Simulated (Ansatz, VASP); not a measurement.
Two plane-wave programs on BN

```
B N
1.0
     2.50094    0.00000    0.00000
    -1.25047    2.16588    0.00000
     0.00000    0.00000    6.87212
B N
2 2
Direct
  0.33333 0.66667 0.25000
  0.66667 0.33333 0.75000
  0.33333 0.66667 0.75000
  0.66667 0.33333 0.25000
```

Alike in both runs: functional r2SCAN; k mesh 12 × 12 × 4; no spin polarisation.

Ansatz relaxed the structure, and its values are those at the end. VASP's run is a single point on that final structure, the one shown.

|  | VASP | Ansatz |
| --- | --- | --- |
| version | VASP 6.6.1 | Ansatz 0.2.0 |
| potentials or method | VASP PAW PBE potentials, release 64 (B, N), cutoff 520 eV | plane waves, PAW |
| occupations | methfessel-paxton of order 1, width 0.05 eV | cold, width 0.05 eV |
| valence electrons in the cell | 16 | 16 |

VASP gave:

| Item | Value |
| --- | --- |
| pressure (GPa) | 0.4 |

Question: Estimate Ansatz's values.

Answer: Pressure (GPa): 0.0.

VASP's potentials were made for PBE, not for r2SCAN.
